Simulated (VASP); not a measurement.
# PbF2 in VASP: a series of runs

The runs below take PbF2 through single point, with PBE.

Program: VASP 6.6.1. These are calculated values, not measurements. Logs are shortened: lines on timing, memory, paths and dates and some standing lists are left out, and cuts for length are marked.

## (1) The cell of the first run

The structure is trigonal, space group R3m (No. 160). Conventional cell: a = 4.242 Å, b = 4.242 Å, c = 10.398 Å, α = 90.00°, β = 90.00°, γ = 120.00°. Within 3.3 Å of Pb (site symmetry 3m) lie 8 F at 2.52 to 2.63 Å. F (site symmetry 3m) has 4 Pb at 2.60 Å and 6 F at 2.95 to 3.05 Å within 3.4 Å. Within 3.3 Å of F (site symmetry 3m) lie 4 Pb at 2.52 to 2.63 Å and 6 F at 2.95 to 3.05 Å.

## (2) Single point, PBE (atom 3 (F) moved 0.08 Å along z)

File INCAR:

```
SYSTEM = PbF2
PREC = Accurate ; ENCUT = 520
EDIFF = 1E-6 ; ISMEAR = 0
SIGMA = 0.05 ; LREAL = .False.
LASPH = .True. ; NELM = 80
ALGO = Normal ; ISIF = 2
LWAVE = .False. ; LCHARG = .False.
GGA = PE ; NBANDS = 21
```

File KPOINTS:

```
regular mesh
0
Gamma
  10 10 10
  0 0 0
```

File POSCAR:

```
PbF2
1.0
    2.1210841894      1.2246085277      3.4660246807
   -2.1210841894      1.2246085277      3.4660246807
    0.0000000000     -2.4492170554      3.4660246807
Pb F
1 2
Direct
    0.0000000000      0.0000000000      0.0000000000
    0.2499510902      0.2499510902      0.2499510902
    0.7577426423      0.7577426423      0.7577426423
```

Potentials or basis: VASP PAW PBE potentials, release 64 (Pb_d, F).

Started as:

```sh
$ cat potpaw_PBE.64/Pb_d/POTCAR potpaw_PBE.64/F/POTCAR > POTCAR
$ mpirun -np 1 vasp_std > vasp.out
```

OUTCAR:

```text
SYSTEM = PbF2
   PREC = Accurate
   ENCUT = 520
   EDIFF = 1E-6
   ISMEAR = 0
   LREAL = .False.
   LASPH = .True.
   NELM = 80
   ISIF = 2
   GGA = PE

 ion  position               nearest neighbor table
   1  0.000  0.000  0.000-   3 2.52   2 2.60   2 2.60   2 2.60   2 2.60   3 2.63   3 2.63   3 2.63

   2  0.250  0.250  0.250-   1 2.60   1 2.60   1 2.60   1 2.60
   3  0.758  0.758  0.758-   1 2.52   1 2.63   1 2.63   1 2.63

  LATTYP: Found a trigonal (rhomboedric) cell.
 ALAT       =     4.2440536368
 COS(alpha) =     0.5004441130

  Lattice vectors:

 A1 = (   2.1210841894,   1.2246085277,   3.4660246807)
 A2 = (  -2.1210841894,   1.2246085277,   3.4660246807)
 A3 = (   0.0000000000,  -2.4492170554,   3.4660246807)

Analysis of symmetry for initial positions (statically):
=====================================================================
 Subroutine PRICEL returns:
 Original cell was already a primitive cell.

 Routine SETGRP: Setting up the symmetry group for a
 trigonal (rhombohedral) supercell.

 Subroutine GETGRP returns: Found  6 space group operations
 (whereof  6 operations were pure point group operations)
 out of a pool of 12 trial point group operations.

The static configuration has the point symmetry C_3v.

Analysis of symmetry for dynamics (positions and initial velocities):
=====================================================================
 Subroutine PRICEL returns:
 Original cell was already a primitive cell.

 Routine SETGRP: Setting up the symmetry group for a
 trigonal (rhombohedral) supercell.

 Subroutine GETGRP returns: Found  6 space group operations
 (whereof  6 operations were pure point group operations)
 out of a pool of 12 trial point group operations.

The dynamic configuration has the point symmetry C_3v.

 Subroutine INISYM returns: Found  6 space group operations
 (whereof  6 operations are pure point group operations),
 and found     1 'primitive' translations

----------------------------------------------------------------------------------------

                                     Primitive cell

  volume of cell :      54.0179

  direct lattice vectors                    reciprocal lattice vectors
     2.121084189  1.224608528  3.466024681     0.235728503  0.136097914  0.096171656
    -2.121084189  1.224608528  3.466024681    -0.235728503  0.136097914  0.096171656
     0.000000000 -2.449217055  3.466024681     0.000000000 -0.272195829  0.096171656

  length of vectors
     4.244053637  4.244053637  4.244053637     0.288685914  0.288685914  0.288685914

  position of ions in fractional coordinates (direct lattice)
     0.000000000  0.000000000  0.000000000
     0.249951090  0.249951090  0.249951090
     0.757742642  0.757742642  0.757742642

  ion indices of the primitive-cell ions
   primitive index   ion index
                 1           1
                 2           2
                 3           3

----------------------------------------------------------------------------------------

 KPOINTS: regular mesh

Automatic generation of k-mesh.
 Grid dimensions read from file:
 generate k-points for:   10   10   10

 Generating k-lattice:

  Cartesian coordinates                     Fractional coordinates (reciprocal lattice)
     0.023572850  0.013609791  0.009617166     0.100000000  0.000000000 -0.000000000
    -0.023572850  0.013609791  0.009617166     0.000000000  0.100000000 -0.000000000
     0.000000000 -0.027219583  0.009617166    -0.000000000 -0.000000000  0.100000000

  Length of vectors
     0.028868591  0.028868591  0.028868591

  Shift w.r.t. Gamma in fractional coordinates (k-lattice)
     0.000000000  0.000000000  0.000000000

 Subroutine IBZKPT returns following result:
 ===========================================

 Found    116 irreducible k-points:

 Following reciprocal coordinates:
            Coordinates               Weight
  0.000000  0.000000  0.000000      1.000000
  0.100000  0.000000  0.000000      6.000000
  0.200000  0.000000  0.000000      6.000000
  0.300000  0.000000  0.000000      6.000000
  0.400000  0.000000  0.000000      6.000000
  0.500000 -0.000000  0.000000      3.000000
[... 16 lines left out ...]
  0.300000  0.300000  0.000000      6.000000
  0.400000  0.300000  0.000000     12.000000
 [... further k-points ...]
   k-points           NKPTS =    116   k-points in BZ     NKDIM =    116   number of bands    NBANDS=     21
   number of dos      NEDOS =    301   number of ions     NIONS =      3
   total plane-waves  NPLWV =  32768
   dimension x,y,z NGX =    32 NGY =   32 NGZ =   32
   dimension x,y,z NGXF=    64 NGYF=   64 NGZF=   64
   ions per type =               1   2
   NGX,Y,Z   is equivalent  to a cutoff of  12.53, 12.53, 12.53 a.u.
   NGXF,Y,Z  is equivalent  to a cutoff of  25.07, 25.07, 25.07 a.u.
 SYSTEM =  PbF2
   PREC   = accura    normal or accurate (medium, high low for compatibility)
   ISTART =      0    job   : 0-new  1-cont  2-samecut
   ICHARG =      2    charge: 1-file 2-atom 10-const
   ISPIN  =      1    spin polarized calculation?
   LNONCOLLINEAR =      F non collinear calculations
   LSORBIT =      F    spin-orbit coupling
   LASPH  =      T    aspherical Exc in radial PAW
   ENCUT  =  520.0 eV  38.22 Ry    6.18 a.u.   7.89  7.89  7.89*2*pi/ulx,y,z
   NELM   =     80;   NELMIN=  2; NELMDL= -5     # of ELM steps
   EDIFF  = 0.1E-05   stopping-criterion for ELM
   LREAL  =      F    real-space projection
   EDIFFG = 0.1E-04   stopping-criterion for IOM
   NSW    =      0    number of steps for IOM
   IBRION =     -1    ionic relax: 0-MD 1-quasi-New 2-CG
   NFREE  =      0    steps in history (QN), initial steepest desc. (CG)
   ISIF   =      2    stress and relaxation
   ISYM   =      2    0-nonsym 1-usesym 2-fastsym
   POTIM  = 0.5000    time-step for ionic-motion
   TEBEG  =    0.0;   TEEND  =   0.0 temperature during run
   PSTRESS=    0.0 pullay stress
   NELECT =      28.0000    total number of electrons
   NUPDOWN=      -1.0000    fix difference up-down
   EMIN   =  10.00;   EMAX   =-10.00  energy-range for DOS
   EFERMI =   0.00;   METHOD = LEGACY
   ISMEAR =     0;   SIGMA  =   0.05  broadening in eV -4-tet -1-fermi 0-gaus
   EFERMI_NEDOS =   21; number of points for ismear=-14 and -15
   IALGO  =     38    algorithm
   IMIX   =      4    mixing-type and parameters
     AMIX     =   0.40;   BMIX     =  1.00
     AMIX_MAG =   1.60;   BMIX_MAG =  1.00
  volume/ion in A,a.u.               =      18.01       121.51
  Fermi-wavevector in a.u.,A,eV,Ry     =   1.315068  2.485118 23.529961  1.729403
  Thomas-Fermi vector in A             =   2.445276
   LORBIT       =      0    0 simple, 1 ext, 2 COOP (PROOUT), +10 PAW based schemes
   GGA     = PE    functional components
   LHFCALC =     F    Hartree Fock is set to
   AEXX    =    0.0000 exact exchange contribution
   IVDW    =     0    specifies the selected vdW correction
   LEPSILON=     F    determine dielectric tensor
   LRPA    =     F    only Hartree local field effects (RPA)
 non-spin polarized calculation
 Gauss-broadening in eV      SIGMA  =   0.05
  energy-cutoff  :      520.00
  volume of cell :       54.02
 maximum number of plane-waves:      1474
   NGX = 15   NGY = 15   NGZ = 15

 number of electron      28.0000008 magnetization

 Free energy of the ion-electron system (eV)
  ---------------------------------------------------
  ext. energy  EPLUGINS =         0.00000000
  ---------------------------------------------------
  free energy    TOTEN  =       -14.34333933 eV

  energy without entropy =      -14.34333933  energy(sigma->0) =      -14.34333933

 E-fermi :   1.7700     XC(G=0):  -9.2231

 val. band max:        1.5474926430   @ k =   0.5000   0.5000   0.5000
 cond. band min:       5.8596158306   @ k =   0.5000   0.5000   0.0000
 fundamental gap:      4.3121231877
 Fermi energy:         1.7699954241

 k-point     1 :       0.0000    0.0000    0.0000
  band No.  band energies     occupation
      1     -19.3626      2.00000
      2     -18.8021      2.00000
      3     -12.9586      2.00000
      4     -12.9586      2.00000
      5     -12.9470      2.00000
      6     -12.9111      2.00000
[... 13 lines left out ...]
     20      16.5021      0.00000
     21      18.6827      0.00000

 k-point     2 :       0.1000    0.0000    0.0000
  band No.  band energies     occupation
      1     -19.3453      2.00000
      2     -18.8172      2.00000
      3     -12.9544      2.00000
      4     -12.9499      2.00000
      5     -12.9357      2.00000
      6     -12.9119      2.00000
[... 13 lines left out ...]
     20      16.2362      0.00000
     21      18.4057      0.00000

 k-point     3 :       0.2000    0.0000    0.0000
  band No.  band energies     occupation
      1     -19.2975      2.00000
      2     -18.8598      2.00000
      3     -12.9446      2.00000
      4     -12.9430      2.00000
      5     -12.9129      2.00000
      6     -12.9087      2.00000
[... 13 lines left out ...]
     20      15.8055      0.00000
     21      17.5027      0.00000

 k-point     4 :       0.3000    0.0000    0.0000
  band No.  band energies     occupation
      1     -19.2303      2.00000
      2     -18.9197      2.00000
      3     -12.9417      2.00000
      4     -12.9377      2.00000
      5     -12.9088      2.00000
      6     -12.8966      2.00000
[... 13 lines left out ...]
     20      15.5012      0.00000
     21      16.5403      0.00000

 k-point     5 :       0.4000    0.0000    0.0000
  band No.  band energies     occupation
      1     -19.1585      2.00000
      2     -18.9851      2.00000
      3     -12.9433      2.00000
      4     -12.9374      2.00000
      5     -12.9003      2.00000
      6     -12.8851      2.00000
[... 13 lines left out ...]
     20      15.3547      0.00000
     21      15.8223      0.00000
[... 382 lines left out ...]
     20      16.5924      0.00000
     21      18.1845      0.00000

 k-point    22 :      -0.2000    0.2000    0.0000
  band No.  band energies     occupation
      1     -19.2123      2.00000
      2     -18.9343      2.00000
      3     -12.9265      2.00000
      4     -12.9207      2.00000
      5     -12.9174      2.00000
      6     -12.8849      2.00000
[... 13 lines left out ...]
     20      16.2414      0.00000
     21      18.2719      0.00000

 k-point    23 :       0.3000    0.3000    0.0000
  band No.  band energies     occupation
      1     -19.2009      2.00000
      2     -18.9407      2.00000
      3     -12.9325      2.00000
      4     -12.9141      2.00000
      5     -12.9037      2.00000
      6     -12.8940      2.00000
[... 13 lines left out ...]
     20      17.3381      0.00000
     21      17.9737      0.00000

 k-point    24 :       0.4000    0.3000    0.0000
  band No.  band energies     occupation
      1     -19.1591      2.00000
      2     -18.9754      2.00000
      3     -12.9352      2.00000
      4     -12.9068      2.00000
      5     -12.8954      2.00000
      6     -12.8839      2.00000
[... 13 lines left out ...]
     20      17.2240      0.00000
     21      18.4969      0.00000

 [... further k-points ...]

------------------------ aborting loop because EDIFF is reached ----------------------------------------

  FORCE on cell =-STRESS in cart. coord.  units (eV):
  Direction    XX          YY          ZZ          XY          YZ          ZX
  --------------------------------------------------------------------------------------
  -------------------------------------------------------------------------------------
  Total       -0.1435509     -0.1435509      0.1742072      0.0000000      0.0000000      0.0000000
  in kB       -4.2577318     -4.2577318      5.1670006      0.0000000      0.0000000      0.0000000
  external PRESSURE =      -1.1161544 kB  Pullay stress =       0.0000000 kB

 VOLUME and BASIS-vectors are now :
 -----------------------------------------------------------------------------
  energy-cutoff  :      520.00
  volume of cell :       54.02
      direct lattice vectors                 reciprocal lattice vectors
     2.121084189  1.224608528  3.466024681     0.235728503  0.136097914  0.096171656
    -2.121084189  1.224608528  3.466024681    -0.235728503  0.136097914  0.096171656
     0.000000000 -2.449217055  3.466024681     0.000000000 -0.272195829  0.096171656

 POSITION                                       TOTAL-FORCE (eV/Angst)
 -----------------------------------------------------------------------------------
      0.00000      0.00000      0.00000         0.000000      0.000000      0.055630
      0.00000      0.00000      2.59901         0.000000      0.000000      0.141678
      0.00000      0.00000      7.87906         0.000000     -0.000000     -0.197308
 -----------------------------------------------------------------------------------
    total drift:                                0.000000      0.000000     -0.000124

  FREE ENERGIE OF THE ION-ELECTRON SYSTEM (eV)
  ---------------------------------------------------
  free  energy   TOTEN  =       -14.3433393344 eV

  energy  without entropy=      -14.3433393344  energy(sigma->0) =      -14.34333933
```

It took 69 s on 1 thread of Oxide Virtual Turin-like, shared host; peak memory 0.22 GiB.

Results:

```yaml
Free_energy: -14.3433 eV
Pressure: -0.1 GPa
Largest_force: 0.197 eV/Å
Band_gap_on_the_k_mesh: 4.31 eV (least direct gap 4.55 eV)
```

Forces on the atoms (eV/Å):
```
Pb   0.000  0.000  0.056
F    0.000  0.000  0.142
F    0.000  0.000 -0.197
```

Stress tensor (GPa, compression positive):
```
-0.43  0.00  0.00
 0.00 -0.43  0.00
 0.00  0.00  0.52
```

Caveat: the cell differs from its parent crystal (atom 3 (F) moved 0.08 Å along z); spin-orbit coupling is left out, which moves the levels of the heavy elements.

## (3) Single point, PBE (18.37 Å³/atom)

This run uses another cell than the first one, of 18.37 Å³/atom.

File INCAR:

```
ALGO = Normal
EDIFF = 1E-6
ENCUT = 520
GGA = PE
ISIF = 2
ISMEAR = 0
LASPH = T
LCHARG = F
LREAL = F
LWAVE = F
NBANDS = 21
NELM = 100
PREC = Accurate
SIGMA = 0.05
```

File KPOINTS:

```
k-points
0
Gamma
  10 10 10
```

File POSCAR:

```
PbF2
1.0
    2.1351315139      1.2327187543      3.4889791555
   -2.1351315139      1.2327187543      3.4889791555
    0.0000000000     -2.4654375086      3.4889791555
Pb F
1 2
Direct
    0.0000000000      0.0000000000      0.0000000000
    0.2499510902      0.2499510902      0.2499510902
    0.7500489098      0.7500489098      0.7500489098
```

Potentials or basis: VASP PAW PBE potentials, release 64 (Pb_d, F).

Started as:

```sh
$ cat potpaw_PBE.64/Pb_d/POTCAR potpaw_PBE.64/F/POTCAR > POTCAR
$ mpirun -np 1 vasp_std > vasp.out
```

It took 85 s on 1 thread of Oxide Virtual Turin-like, shared host; peak memory 0.23 GiB.

It converged, with:

```yaml
Free_energy: -14.3473 eV
Pressure: -1.5 GPa
Band_gap_on_the_k_mesh: 4.41 eV (least direct gap 4.56 eV)
```

Levels at points of the mesh, in eV from the valence-band top:
| k point | band 12 | band 13 | band 14 | band 15 | band 16 | band 17 |
| --- | --- | --- | --- | --- | --- | --- |
| (0.00, 0.00, 0.00) | -1.64 | -1.64 | -1.64 | 6.70 | 6.70 | 6.70 |
| (0.50, 0.00, 0.00) | -1.81 | -1.81 | 0.00 | 5.02 | 7.48 | 7.48 |
| (0.50, 0.50, 0.00) | -1.26 | -1.25 | -0.15 | 4.41 | 7.68 | 7.68 |
| (0.50, 0.50, 0.50) | -1.81 | -1.81 | 0.00 | 5.02 | 7.48 | 7.48 |

Caveat: spin-orbit coupling is left out, which moves the levels of the heavy elements. A k mesh can miss the band edges.
